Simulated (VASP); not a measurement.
# As in VASP: single point with LDA

Aim: the single point of As with LDA.

All numbers are computed with VASP 6.6.1; they aren't measurements. Logs are shortened: lines on timing, memory, paths and dates and some standing lists are left out, and cuts for length are marked.

## (1) The cell of the first run

The cell holds a slab with vacuum, 2 atoms: a = 3.513 Å, b = 3.513 Å, c = 23.623 Å, α = 90.00°, β = 90.00°, γ = 120.00°.

## (2) Single point, LDA

The input, INCAR:

```
SYSTEM = As
ALGO = Normal ; DIPOL = 0.5 0.5 0.649
EDIFF = 1E-6 ; ENCUT = 400
GGA_COMPAT = .False. ; IDIPOL = 3
ISIF = 2 ; ISMEAR = 0
LASPH = .True. ; LCHARG = .True.
LDIPOL = .True. ; LELF = .True.
LREAL = .False. ; LVACPOTAV = .True.
LVHAR = .True. ; LWAVE = .False.
NBANDS = 12 ; NELM = 120
NELMDL = -8 ; PREC = Accurate
SIGMA = 0.04
```

The input, KPOINTS:

```
k-points
0
Gamma
  12 12 1
  0 0 0
```

The input, POSCAR:

```
As
1.0
    3.5128968289      0.0000000000      0.0000000000
   -1.7564484144      3.0422578947      0.0000000000
    0.0000000000      0.0000000000     23.6230301337
As
2
Direct
    0.3333333333      0.6666666667      0.6185647108
    0.6666666667      0.3333333333      0.6794335182
```

Potentials or basis: VASP PAW LDA potentials, release 64 (As).

The run is started by

```bash
$ cat potpaw_LDA.64/As/POTCAR > POTCAR
$ mpirun -np 1 vasp_std > vasp.out
```

OUTCAR:

```text
SYSTEM = As
   EDIFF = 1E-6
   ENCUT = 400
   ISIF = 2
   ISMEAR = 0
   LASPH = .True.
   LREAL = .False.
   NELM = 120
   NELMDL = -8
   PREC = Accurate

 ion  position               nearest neighbor table
   1  0.333  0.667  0.619-   2 2.49   2 2.49   2 2.49
   2  0.667  0.333  0.679-   1 2.49   1 2.49   1 2.49

  LATTYP: Found a hexagonal cell.
 ALAT       =     3.5128968289
 C/A-ratio  =     6.7246581053

  Lattice vectors:

 A1 = (   3.5128968289,   0.0000000000,   0.0000000000)
 A2 = (  -1.7564484144,   3.0422578947,   0.0000000000)
 A3 = (   0.0000000000,   0.0000000000,  23.6230301337)

Analysis of symmetry for initial positions (statically):
=====================================================================
 Subroutine PRICEL returns:
 Original cell was already a primitive cell.

 Routine SETGRP: Setting up the symmetry group for a
 hexagonal supercell.

 Subroutine GETGRP returns: Found 12 space group operations
 (whereof  6 operations were pure point group operations)
 out of a pool of 24 trial point group operations.

The static configuration has the point symmetry C_3v.
 The point group associated with its full space group is D_3d.

Analysis of symmetry for dynamics (positions and initial velocities):
=====================================================================
 Subroutine PRICEL returns:
 Original cell was already a primitive cell.

 Routine SETGRP: Setting up the symmetry group for a
 hexagonal supercell.

 Subroutine GETGRP returns: Found 12 space group operations
 (whereof  6 operations were pure point group operations)
 out of a pool of 24 trial point group operations.

The dynamic configuration has the point symmetry C_3v.
 The point group associated with its full space group is D_3d.

 Subroutine INISYM returns: Found 12 space group operations
 (whereof  6 operations are pure point group operations),
 and found     1 'primitive' translations

----------------------------------------------------------------------------------------

                                     Primitive cell

  volume of cell :     252.4626

  direct lattice vectors                    reciprocal lattice vectors
     3.512896829  0.000000000  0.000000000     0.284665348  0.164351616  0.000000000
    -1.756448414  3.042257895  0.000000000     0.000000000  0.328703231  0.000000000
     0.000000000  0.000000000 23.623030134     0.000000000  0.000000000  0.042331572

  length of vectors
     3.512896829  3.512896829 23.623030134     0.328703231  0.328703231  0.042331572

  position of ions in fractional coordinates (direct lattice)
     0.333333333  0.666666667  0.618564711
     0.666666667  0.333333333  0.679433518

  ion indices of the primitive-cell ions
   primitive index   ion index
                 1           1
                 2           2

----------------------------------------------------------------------------------------

 KPOINTS: k-points

Automatic generation of k-mesh.
 Grid dimensions read from file:
 generate k-points for:   12   12    1

 Generating k-lattice:

  Cartesian coordinates                     Fractional coordinates (reciprocal lattice)
     0.023722112  0.013695968  0.000000000     0.083333333  0.000000000  0.000000000
     0.000000000  0.027391936  0.000000000     0.000000000  0.083333333  0.000000000
     0.000000000  0.000000000  0.042331572     0.000000000  0.000000000  1.000000000

  Length of vectors
     0.027391936  0.027391936  0.042331572

  Shift w.r.t. Gamma in fractional coordinates (k-lattice)
     0.000000000  0.000000000  0.000000000

 Subroutine IBZKPT returns following result:
 ===========================================

 Found     19 irreducible k-points:

 Following reciprocal coordinates:
            Coordinates               Weight
  0.000000  0.000000  0.000000      1.000000
  0.083333  0.000000  0.000000      6.000000
  0.166667 -0.000000  0.000000      6.000000
  0.250000  0.000000  0.000000      6.000000
  0.333333  0.000000  0.000000      6.000000
  0.416667 -0.000000  0.000000      6.000000
[... 11 lines left out ...]
  0.333333  0.250000  0.000000     12.000000
  0.333333  0.333333  0.000000      2.000000
   k-points           NKPTS =     19   k-points in BZ     NKDIM =     19   number of bands    NBANDS=     12
   number of dos      NEDOS =    301   number of ions     NIONS =      2
   total plane-waves  NPLWV =  92160
   dimension x,y,z NGX =    24 NGY =   24 NGZ =  160
   dimension x,y,z NGXF=    48 NGYF=   48 NGZF=  320
   ions per type =               2
   NGX,Y,Z   is equivalent  to a cutoff of  11.36, 11.36, 11.26 a.u.
   NGXF,Y,Z  is equivalent  to a cutoff of  22.72, 22.72, 22.52 a.u.
 SYSTEM =  As
   PREC   = accura    normal or accurate (medium, high low for compatibility)
   ISTART =      0    job   : 0-new  1-cont  2-samecut
   ICHARG =      2    charge: 1-file 2-atom 10-const
   ISPIN  =      1    spin polarized calculation?
   LNONCOLLINEAR =      F non collinear calculations
   LSORBIT =      F    spin-orbit coupling
   LASPH  =      T    aspherical Exc in radial PAW
   ENCUT  =  400.0 eV  29.40 Ry    5.42 a.u.   5.73  5.73 38.52*2*pi/ulx,y,z
   NELM   =    120;   NELMIN=  2; NELMDL= -8     # of ELM steps
   EDIFF  = 0.1E-05   stopping-criterion for ELM
   LREAL  =      F    real-space projection
[... 7 lines left out ...]
   TEBEG  =    0.0;   TEEND  =   0.0 temperature during run
   PSTRESS=    0.0 pullay stress
   NELECT =      10.0000    total number of electrons
   NUPDOWN=      -1.0000    fix difference up-down
   EMIN   =  10.00;   EMAX   =-10.00  energy-range for DOS
   EFERMI =   0.00;   METHOD = LEGACY
   ISMEAR =     0;   SIGMA  =   0.04  broadening in eV -4-tet -1-fermi 0-gaus
   EFERMI_NEDOS =   21; number of points for ismear=-14 and -15
   IALGO  =     38    algorithm
   IMIX   =      4    mixing-type and parameters
     AMIX     =   0.40;   BMIX     =  1.00
     AMIX_MAG =   1.60;   BMIX_MAG =  1.00
  volume/ion in A,a.u.               =     126.23       851.85
  Fermi-wavevector in a.u.,A,eV,Ry     =   0.558053  1.054568  4.237177  0.311424
  Thomas-Fermi vector in A             =   1.592912
   LORBIT       =      0    0 simple, 1 ext, 2 COOP (PROOUT), +10 PAW based schemes
   GGA     = CA    functional components
   LHFCALC =     F    Hartree Fock is set to
   AEXX    =    0.0000 exact exchange contribution
   IVDW    =     0    specifies the selected vdW correction
   LEPSILON=     F    determine dielectric tensor
   LRPA    =     F    only Hartree local field effects (RPA)
 non-spin polarized calculation
 Gauss-broadening in eV      SIGMA  =   0.04
  energy-cutoff  :      400.00
  volume of cell :      252.46
 maximum number of plane-waves:      4603
 NGX is ok and might be reduce to    24
   NGX = 11   NGY = 11   NGZ = 77

 dipolmoment           0.000000      0.000000     -0.000000 electrons x Angstroem

 number of electron      10.0000003 magnetization

 dipolmoment           0.000000      0.000000      0.000004 electrons x Angstroem

 Free energy of the ion-electron system (eV)
  ---------------------------------------------------
  ext. energy  EPLUGINS =         0.00000000
  ---------------------------------------------------
  free energy    TOTEN  =       -10.44626101 eV

  energy without entropy =      -10.44626101  energy(sigma->0) =      -10.44626101

 E-fermi :  -3.2745     XC(G=0):  -2.3297

 val. band max:       -3.4784728223   @ k =   0.0000   0.0000   0.0000
 cond. band min:      -2.3058970707   @ k =   0.3333   0.0000   0.0000
 fundamental gap:      1.1725757517
 Fermi energy:        -3.2744907830

 k-point     1 :       0.0000    0.0000    0.0000
  band No.  band energies     occupation
      1     -17.5783      2.00000
      2     -11.2721      2.00000
      3      -4.7068      2.00000
      4      -3.4785      2.00000
      5      -3.4785      2.00000
      6      -1.4681      0.00000
      7      -0.0775      0.00000
      8      -0.0775      0.00000
      9       1.1348      0.00000
     10       1.4218      0.00000
     11       1.9421      0.00000
     12       2.3053      0.00000

 k-point     2 :       0.0833    0.0000    0.0000
  band No.  band energies     occupation
      1     -17.4797      2.00000
      2     -11.2395      2.00000
      3      -4.6468      2.00000
      4      -4.4543      2.00000
      5      -3.7090      2.00000
      6      -0.9004      0.00000
      7      -0.1890      0.00000
      8       0.1360      0.00000
      9       1.3040      0.00000
     10       1.5387      0.00000
     11       2.0545      0.00000
     12       2.4248      0.00000

 k-point     3 :       0.1667   -0.0000    0.0000
  band No.  band energies     occupation
      1     -17.1867      2.00000
      2     -11.1842      2.00000
      3      -5.9253      2.00000
      4      -4.4995      2.00000
      5      -4.2122      2.00000
      6      -1.4317      0.00000
      7       0.4856      0.00000
      8       0.5269      0.00000
      9       1.6605      0.00000
     10       1.9151      0.00000
     11       2.3863      0.00000
     12       2.7594      0.00000
[... 211 lines left out ...]
 k-point    18 :       0.3333    0.2500    0.0000
  band No.  band energies     occupation
      1     -14.4427      2.00000
      2     -13.1615      2.00000
      3      -8.0691      2.00000
      4      -6.4274      2.00000
      5      -5.4778      2.00000
      6      -1.8582      0.00000
      7       0.1052      0.00000
      8       0.8555      0.00000
      9       4.1262      0.00000
     10       4.5394      0.00000
     11       4.9399      0.00000
     12       5.6066      0.00000

 k-point    19 :       0.3333    0.3333    0.0000
  band No.  band energies     occupation
      1     -13.7784      2.00000
      2     -13.7784      2.00000
      3      -8.3217      2.00000
      4      -5.9280      2.00000
      5      -5.9280      2.00000
      6      -2.1400      0.00000
      7       0.6305      0.00000
      8       0.6305      0.00000
      9       4.2003      0.00000
     10       5.4318      0.00000
     11       5.4318      0.00000
     12       6.2921      0.00000

------------------------ aborting loop because EDIFF is reached ----------------------------------------

  FORCE on cell =-STRESS in cart. coord.  units (eV):
  Direction    XX          YY          ZZ          XY          YZ          ZX
  --------------------------------------------------------------------------------------
  -------------------------------------------------------------------------------------
  Total       -0.2455728     -0.2455728     -0.9140449     -0.0000000      0.0000000     -0.0000000
  in kB       -1.5584531     -1.5584531     -5.8007092     -0.0000000      0.0000000     -0.0000000
  external PRESSURE =      -2.9725385 kB  Pullay stress =       0.0000000 kB

 VOLUME and BASIS-vectors are now :
 -----------------------------------------------------------------------------
  energy-cutoff  :      400.00
  volume of cell :      252.46
      direct lattice vectors                 reciprocal lattice vectors
     3.512896829  0.000000000  0.000000000     0.284665348  0.164351616  0.000000000
    -1.756448414  3.042257895  0.000000000     0.000000000  0.328703231  0.000000000
     0.000000000  0.000000000 23.623030134     0.000000000  0.000000000  0.042331572

 POSITION                                       TOTAL-FORCE (eV/Angst)
 -----------------------------------------------------------------------------------
     -0.00000      2.02817     14.61237        -0.000000      0.000000      0.630792
      1.75645      1.01409     16.05028         0.000000     -0.000000     -0.630792
 -----------------------------------------------------------------------------------
    total drift:                                0.000000     -0.000000      0.000033

  FREE ENERGIE OF THE ION-ELECTRON SYSTEM (eV)
  ---------------------------------------------------
  free  energy   TOTEN  =       -10.4462610080 eV

  energy  without entropy=      -10.4462610080  energy(sigma->0) =      -10.44626101

 vacuum level on the upper side and lower side of the slab         1.702         1.702
```

Wall time 27 s (1 thread of Intel Xeon 6975P-C (Granite Rapids), shared host); peak memory 0.22 GiB.

Results:

```yaml
Free_energy: -10.4463 eV
Largest_force: 0.631 eV/Å
Band_gap_on_the_k_mesh: 1.17 eV (least direct gap 2.01 eV)
```

Forces on the atoms (eV/Å):
```
As   0.000  0.000  0.631
As   0.000  0.000 -0.631
```
